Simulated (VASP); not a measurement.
Input of a VASP 6.6.1 run:

INCAR

```
PREC = Accurate
ENCUT = 600
EDIFF = 1E-7
ISMEAR = -1
SIGMA = 0.1
LREAL = F
LASPH = T
NELM = 60
ALGO = Normal
ISIF = 3
LWAVE = F
LCHARG = F
IBRION = 2
NSW = 80
EDIFFG = -0.01
PSTRESS = 50.0
```

The input KPOINTS:

```
Automatic mesh
0
Gamma
  6 6 6
```

Contents of POSCAR:

```
LiMg3
1.0
    4.9266750000      0.0000000000      0.0000000000
    2.4633375000      4.2666257062      0.0000000000
    2.4633375000      1.4222085687      4.0226132928
Li Mg
1 3
Direct
    0.5000000000      0.5000000000      0.5000000000
    0.0000000000      0.0000000000      0.0000000000
    0.2500000000      0.2500000000      0.2500000000
    0.7500000000      0.7500000000      0.7500000000
```

Potentials or basis: VASP PAW LDA potentials, release 64 (Li_sv, Mg).

Launch:

```sh
$ cat potpaw_LDA.64/Li_sv/POTCAR potpaw_LDA.64/Mg/POTCAR > POTCAR
$ mpirun -np 1 vasp_std > vasp.out
```

What does it give for the relaxed volume?

18.00 Å³/atom.

Predict the space group after relaxing (to 0.05 Å).

Fm-3m (No. 225).

Predict the relaxed cell.

a = 4.669 Å, b = 4.669 Å, c = 4.669 Å, α = 60.00°, β = 60.00°, γ = 60.00°.

The path:
```tsv
step	energy change (eV)	largest force (eV/Å)	pressure (GPa)	volume (Å³)
1	0.0000	0.0000	-1.43	84.56
2	0.0418	0.0000	3.25	74.59
3	0.1015	0.0000	4.86	72.22
4	0.1087	0.0000	5.04	71.98
```

Caveat: the cutoff is under 1.25 times the usual one of these potentials, so pressure, stress and relaxed cells hold a basis-set (Pulay) error; the cell is relaxed towards a set pressure, so the enthalpy falls and the energy may rise.
